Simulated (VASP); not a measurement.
# PbO2 (Fm-3m) in VASP: single point with PBEsol

Aim: the single point of PbO2 with PBEsol.

Everything below comes from runs of VASP 6.6.1. Logs are shortened: lines on timing, memory, paths and dates and some standing lists are left out, and cuts for length are marked.

**1. The cell of the first run**

Symmetry: Fm-3m, No. 225, cubic system. The conventional cell has a = 5.140 Å, b = 5.140 Å, c = 5.140 Å, α = 90.00°, β = 90.00°, γ = 90.00°. Within 2.9 Å of Pb (site symmetry m-3m) lie 8 O at 2.23 Å. Within 2.9 Å of O (site symmetry -43m) lie 4 Pb at 2.23 Å and 6 O at 2.57 Å.

**2. Single point, PBEsol**

Input file INCAR:

```
SYSTEM = PbO2
ALGO = Normal
EDIFF = 1E-7
ENCUT = 520
GGA = PS
ISIF = 2
ISMEAR = -1
LASPH = .True.
LCHARG = .False.
LREAL = .False.
LWAVE = .False.
NBANDS = 20
NELM = 60
PREC = Accurate
SIGMA = 0.1
```

Input file KPOINTS:

```
k-points
0
Gamma
  6 6 6
  0 0 0
```

Input file POSCAR:

```
PbO2
1.0
    0.0000000000      2.5700000000      2.5700000000
    2.5700000000      0.0000000000      2.5700000000
    2.5700000000      2.5700000000      0.0000000000
Pb O
1 2
Direct
    0.0000000000      0.0000000000      0.0000000000
    0.2500000000      0.2500000000      0.2500000000
    0.7500000000      0.7500000000      0.7500000000
```

Potentials or basis: VASP PAW PBE potentials, release 64 (Pb_d, O).

The run is started by

```console
$ cat potpaw_PBE.64/Pb_d/POTCAR potpaw_PBE.64/O/POTCAR > POTCAR
$ mpirun -np 1 vasp_std > vasp.out
```

OUTCAR:

```text
SYSTEM = PbO2
   EDIFF = 1E-7
   ENCUT = 520
   GGA = PS
   ISIF = 2
   ISMEAR = -1
   LASPH = .True.
   LREAL = .False.
   NELM = 60
   PREC = Accurate

 ion  position               nearest neighbor table
   1  0.000  0.000  0.000-   3 2.23   3 2.23   3 2.23   2 2.23   3 2.23   2 2.23   2 2.23   2 2.23

   2  0.250  0.250  0.250-   1 2.23   1 2.23   1 2.23   1 2.23
   3  0.750  0.750  0.750-   1 2.23   1 2.23   1 2.23   1 2.23

  LATTYP: Found a face centered cubic cell.
 ALAT       =     5.1400000000

  Lattice vectors:

 A1 = (   0.0000000000,   2.5700000000,   2.5700000000)
 A2 = (   2.5700000000,   0.0000000000,   2.5700000000)
 A3 = (   2.5700000000,   2.5700000000,   0.0000000000)

Analysis of symmetry for initial positions (statically):
=====================================================================
 Subroutine PRICEL returns:
 Original cell was already a primitive cell.

 Routine SETGRP: Setting up the symmetry group for a
 face centered cubic supercell.

 Subroutine GETGRP returns: Found 48 space group operations
 (whereof 48 operations were pure point group operations)
 out of a pool of 48 trial point group operations.

The static configuration has the point symmetry O_h .

Analysis of symmetry for dynamics (positions and initial velocities):
=====================================================================
 Subroutine PRICEL returns:
 Original cell was already a primitive cell.

 Routine SETGRP: Setting up the symmetry group for a
 face centered cubic supercell.

 Subroutine GETGRP returns: Found 48 space group operations
 (whereof 48 operations were pure point group operations)
 out of a pool of 48 trial point group operations.

The dynamic configuration has the point symmetry O_h .

 Subroutine INISYM returns: Found 48 space group operations
 (whereof 48 operations are pure point group operations),
 and found     1 'primitive' translations

----------------------------------------------------------------------------------------

                                     Primitive cell

  volume of cell :      33.9492

  direct lattice vectors                    reciprocal lattice vectors
     0.000000000  2.570000000  2.570000000    -0.194552529  0.194552529  0.194552529
     2.570000000  0.000000000  2.570000000     0.194552529 -0.194552529  0.194552529
     2.570000000  2.570000000  0.000000000     0.194552529  0.194552529 -0.194552529

  length of vectors
     3.634528855  3.634528855  3.634528855     0.336974865  0.336974865  0.336974865

  position of ions in fractional coordinates (direct lattice)
     0.000000000  0.000000000  0.000000000
     0.250000000  0.250000000  0.250000000
     0.750000000  0.750000000  0.750000000

  ion indices of the primitive-cell ions
   primitive index   ion index
                 1           1
                 2           2
                 3           3

----------------------------------------------------------------------------------------

 KPOINTS: k-points

Automatic generation of k-mesh.
 Grid dimensions read from file:
 generate k-points for:    6    6    6

 Generating k-lattice:

  Cartesian coordinates                     Fractional coordinates (reciprocal lattice)
    -0.032425422  0.032425422  0.032425422     0.166666667  0.000000000  0.000000000
     0.032425422 -0.032425422  0.032425422     0.000000000  0.166666667  0.000000000
     0.032425422  0.032425422 -0.032425422     0.000000000  0.000000000  0.166666667

  Length of vectors
     0.056162478  0.056162478  0.056162478

  Shift w.r.t. Gamma in fractional coordinates (k-lattice)
     0.000000000  0.000000000  0.000000000

 Subroutine IBZKPT returns following result:
 ===========================================

 Found     16 irreducible k-points:

 Following reciprocal coordinates:
            Coordinates               Weight
  0.000000  0.000000  0.000000      1.000000
  0.166667  0.000000  0.000000      8.000000
  0.333333  0.000000  0.000000      8.000000
  0.500000  0.000000  0.000000      4.000000
  0.166667  0.166667  0.000000      6.000000
  0.333333  0.166667  0.000000     24.000000
[... 8 lines left out ...]
 -0.333333  0.333333  0.166667     24.000000
 -0.333333  0.500000  0.166667     12.000000
   k-points           NKPTS =     16   k-points in BZ     NKDIM =     16   number of bands    NBANDS=     20
   number of dos      NEDOS =    301   number of ions     NIONS =      3
   total plane-waves  NPLWV =  21952
   dimension x,y,z NGX =    28 NGY =   28 NGZ =   28
   dimension x,y,z NGXF=    56 NGYF=   56 NGZF=   56
   ions per type =               1   2
   NGX,Y,Z   is equivalent  to a cutoff of  12.81, 12.81, 12.81 a.u.
   NGXF,Y,Z  is equivalent  to a cutoff of  25.61, 25.61, 25.61 a.u.
 SYSTEM =  PbO2
   PREC   = accura    normal or accurate (medium, high low for compatibility)
   ISTART =      0    job   : 0-new  1-cont  2-samecut
   ICHARG =      2    charge: 1-file 2-atom 10-const
   ISPIN  =      1    spin polarized calculation?
   LNONCOLLINEAR =      F non collinear calculations
   LSORBIT =      F    spin-orbit coupling
   LASPH  =      T    aspherical Exc in radial PAW
   ENCUT  =  520.0 eV  38.22 Ry    6.18 a.u.   6.76  6.76  6.76*2*pi/ulx,y,z
   NELM   =     60;   NELMIN=  2; NELMDL= -5     # of ELM steps
   EDIFF  = 0.1E-06   stopping-criterion for ELM
   LREAL  =      F    real-space projection
   EDIFFG = 0.1E-05   stopping-criterion for IOM
   NSW    =      0    number of steps for IOM
   IBRION =     -1    ionic relax: 0-MD 1-quasi-New 2-CG
   NFREE  =      0    steps in history (QN), initial steepest desc. (CG)
   ISIF   =      2    stress and relaxation
   ISYM   =      2    0-nonsym 1-usesym 2-fastsym
   POTIM  = 0.5000    time-step for ionic-motion
   TEBEG  =    0.0;   TEEND  =   0.0 temperature during run
   PSTRESS=    0.0 pullay stress
   NELECT =      26.0000    total number of electrons
   NUPDOWN=      -1.0000    fix difference up-down
   EMIN   =  10.00;   EMAX   =-10.00  energy-range for DOS
   EFERMI =   0.00;   METHOD = LEGACY
   ISMEAR =    -1;   SIGMA  =   0.10  broadening in eV -4-tet -1-fermi 0-gaus
   EFERMI_NEDOS =   21; number of points for ismear=-14 and -15
   IALGO  =     38    algorithm
   IMIX   =      4    mixing-type and parameters
     AMIX     =   0.40;   BMIX     =  1.00
     AMIX_MAG =   1.60;   BMIX_MAG =  1.00
  volume/ion in A,a.u.               =      11.32        76.37
  Fermi-wavevector in a.u.,A,eV,Ry     =   1.497808  2.830447 30.523704  2.243429
  Thomas-Fermi vector in A             =   2.609648
   LORBIT       =      0    0 simple, 1 ext, 2 COOP (PROOUT), +10 PAW based schemes
   GGA     = PS    functional components
   LHFCALC =     F    Hartree Fock is set to
   AEXX    =    0.0000 exact exchange contribution
   IVDW    =     0    specifies the selected vdW correction
   LEPSILON=     F    determine dielectric tensor
   LRPA    =     F    only Hartree local field effects (RPA)
 non-spin polarized calculation
  energy-cutoff  :      520.00
  volume of cell :       33.95
 maximum number of plane-waves:       941
   NGX = 13   NGY = 13   NGZ = 13

 number of electron      25.9999990 magnetization

 Free energy of the ion-electron system (eV)
  ---------------------------------------------------
  ext. energy  EPLUGINS =         0.00000000
  ---------------------------------------------------
  free energy    TOTEN  =       -16.54975303 eV

  energy without entropy =      -16.54557606  energy(sigma->0) =      -16.54766455

 E-fermi :   7.8407     XC(G=0): -12.2557

 val. band max:        7.5741306165   @ k =  -0.3333   0.5000   0.1667
 cond. band min:       8.5733385343   @ k =   0.1667   0.1667   0.0000
 fundamental gap:      0.9992079178
 Fermi energy:         7.8406957903

 k-point     1 :       0.0000    0.0000    0.0000
  band No.  band energies     occupation
      1     -12.2620      2.00000
      2      -8.3614      2.00000
      3      -8.3614      2.00000
      4      -8.3614      2.00000
      5      -8.3240      2.00000
      6      -7.8997      2.00000
[... 12 lines left out ...]
     19      23.7968      0.00000
     20      23.7968      0.00000

 k-point     2 :       0.1667    0.0000    0.0000
  band No.  band energies     occupation
      1     -11.9801      2.00000
      2      -9.4872      2.00000
      3      -8.3078      2.00000
      4      -8.3078      2.00000
      5      -7.9026      2.00000
      6      -7.9026      2.00000
[... 12 lines left out ...]
     19      23.6590      0.00000
     20      23.6590      0.00000

 k-point     3 :       0.3333    0.0000    0.0000
  band No.  band energies     occupation
      1     -11.4350      2.00000
      2     -10.0599      2.00000
      3      -8.2363      2.00000
      4      -8.2363      2.00000
      5      -7.8665      2.00000
      6      -7.8665      2.00000
[... 12 lines left out ...]
     19      23.5078      0.00000
     20      23.7602      0.00000

 k-point     4 :       0.5000    0.0000    0.0000
  band No.  band energies     occupation
      1     -11.2975      2.00000
      2      -9.9647      2.00000
      3      -8.2232      2.00000
      4      -8.2232      2.00000
      5      -7.8221      2.00000
      6      -7.8221      2.00000
[... 12 lines left out ...]
     19      23.3820      0.00000
     20      23.3820      0.00000

 k-point     5 :       0.1667    0.1667    0.0000
  band No.  band energies     occupation
      1     -11.8750      2.00000
      2      -9.7075      2.00000
      3      -8.2579      2.00000
      4      -8.2579      2.00000
      5      -7.9499      2.00000
      6      -7.8723      2.00000
[... 12 lines left out ...]
     19      23.7719      0.00000
     20      23.8954      0.00000

 k-point     6 :       0.3333    0.1667    0.0000
  band No.  band energies     occupation
      1     -11.3597      2.00000
      2     -10.2770      2.00000
      3      -8.1671      2.00000
      4      -8.1235      2.00000
      5      -7.9409      2.00000
      6      -7.8391      2.00000
[... 12 lines left out ...]
     19      23.8213      0.00000
     20      26.0768      0.00000

 k-point     7 :       0.5000    0.1667    0.0000
  band No.  band energies     occupation
      1     -11.1262      2.00000
      2     -10.3055      2.00000
      3      -8.1412      2.00000
      4      -8.0522      2.00000
      5      -7.8213      2.00000
      6      -7.6375      2.00000
[... 12 lines left out ...]
     19      23.7653      0.00000
     20      25.9704      0.00000

 k-point     8 :      -0.3333    0.1667    0.0000
  band No.  band energies     occupation
      1     -11.1554      2.00000
      2     -10.3429      2.00000
      3      -8.1530      2.00000
      4      -8.0392      2.00000
      5      -7.8969      2.00000
      6      -7.6293      2.00000
[... 12 lines left out ...]
     19      23.3089      0.00000
     20      26.0348      0.00000

 k-point     9 :      -0.1667    0.1667    0.0000
  band No.  band energies     occupation
      1     -11.5780      2.00000
      2     -10.0575      2.00000
      3      -8.2359      2.00000
      4      -8.1557      2.00000
      5      -7.9375      2.00000
      6      -7.8437      2.00000
[... 12 lines left out ...]
     19      23.3770      0.00000
     20      25.0406      0.00000

 k-point    10 :       0.3333    0.3333    0.0000
  band No.  band energies     occupation
      1     -10.9319      2.00000
      2     -10.6563      2.00000
      3      -8.0716      2.00000
      4      -8.0309      2.00000
      5      -8.0309      2.00000
      6      -7.8171      2.00000
[... 12 lines left out ...]
     19      23.7382      0.00000
     20      26.9974      0.00000

 k-point    11 :       0.5000    0.3333    0.0000
  band No.  band energies     occupation
      1     -10.8828      2.00000
      2     -10.5518      2.00000
      3      -8.1060      2.00000
      4      -7.9758      2.00000
      5      -7.8117      2.00000
      6      -7.6621      2.00000
[... 12 lines left out ...]
     19      24.1492      0.00000
     20      25.5176      0.00000

 k-point    12 :      -0.3333    0.3333    0.0000
  band No.  band energies     occupation
      1     -10.8889      2.00000
      2     -10.5765      2.00000
      3      -8.0400      2.00000
      4      -8.0073      2.00000
      5      -7.8860      2.00000
      6      -6.9286      2.00000
[... 12 lines left out ...]
     19      23.8002      0.00000
     20      25.6462      0.00000

 k-point    13 :       0.5000    0.5000    0.0000
  band No.  band energies     occupation
      1     -10.9926      2.00000
      2     -10.3130      2.00000
      3      -8.1591      2.00000
      4      -7.9052      2.00000
      5      -7.9052      2.00000
      6      -7.7893      2.00000
[... 12 lines left out ...]
     19      23.7308      0.00000
     20      25.6413      0.00000

 k-point    14 :       0.5000    0.3333    0.1667
  band No.  band energies     occupation
      1     -10.9184      2.00000
      2     -10.6298      2.00000
      3      -8.0566      2.00000
      4      -8.0421      2.00000
      5      -7.8927      2.00000
      6      -7.6030      2.00000
[... 12 lines left out ...]
     19      23.8908      0.00000
     20      25.7677      0.00000

 k-point    15 :      -0.3333    0.3333    0.1667
  band No.  band energies     occupation
      1     -10.8830      2.00000
      2     -10.5849      2.00000
      3      -8.0386      2.00000
      4      -8.0029      2.00000
      5      -7.8636      2.00000
      6      -7.0470      2.00000
[... 12 lines left out ...]
     19      24.0127      0.00000
     20      25.7563      0.00000

 k-point    16 :      -0.3333    0.5000    0.1667
  band No.  band energies     occupation
      1     -10.8716      2.00000
      2     -10.5504      2.00000
      3      -8.0887      2.00000
      4      -7.9048      2.00000
      5      -7.8469      2.00000
      6      -7.3220      2.00000
[... 12 lines left out ...]
     19      24.6717      0.00000
     20      24.8840      0.00000

------------------------ aborting loop because EDIFF is reached ----------------------------------------

  FORCE on cell =-STRESS in cart. coord.  units (eV):
  Direction    XX          YY          ZZ          XY          YZ          ZX
  --------------------------------------------------------------------------------------
  -------------------------------------------------------------------------------------
  Total        4.6832943      4.6832943      4.6832943      0.0000000      0.0000000      0.0000000
  in kB      221.0205535    221.0205535    221.0205535      0.0000000      0.0000000      0.0000000
  external PRESSURE =     221.0205535 kB  Pullay stress =       0.0000000 kB

 VOLUME and BASIS-vectors are now :
 -----------------------------------------------------------------------------
  energy-cutoff  :      520.00
  volume of cell :       33.95
      direct lattice vectors                 reciprocal lattice vectors
     0.000000000  2.570000000  2.570000000    -0.194552529  0.194552529  0.194552529
     2.570000000  0.000000000  2.570000000     0.194552529 -0.194552529  0.194552529
     2.570000000  2.570000000  0.000000000     0.194552529  0.194552529 -0.194552529

 POSITION                                       TOTAL-FORCE (eV/Angst)
 -----------------------------------------------------------------------------------
      0.00000      0.00000      0.00000         0.000000     -0.000000     -0.000000
      1.28500      1.28500      1.28500        -0.000000     -0.000000     -0.000000
      3.85500      3.85500      3.85500         0.000000      0.000000      0.000000
 -----------------------------------------------------------------------------------
    total drift:                                0.000000     -0.000000      0.000000

  FREE ENERGIE OF THE ION-ELECTRON SYSTEM (eV)
  ---------------------------------------------------
  free  energy   TOTEN  =       -16.5497530281 eV

  energy  without entropy=      -16.5455760647  energy(sigma->0) =      -16.54766455
```

Run time: 11 s. Hardware: 1 thread of Intel Xeon Platinum 8375C at 2.90GHz (Ice Lake), shared host; peak memory 0.16 GiB.

Results:

| Quantity | Value |
| --- | --- |
| Free energy | -16.5498 eV |
| Pressure | 22.1 GPa |
| Band gap on the k mesh | zero (band 13 reaches 7.57 eV, above the bottom of band 14 at 6.02 eV) |

Caveat: the PAW data sets were made with another functional, which shifts forces and pressure a little; spin-orbit coupling is left out, which moves the levels of the heavy elements.
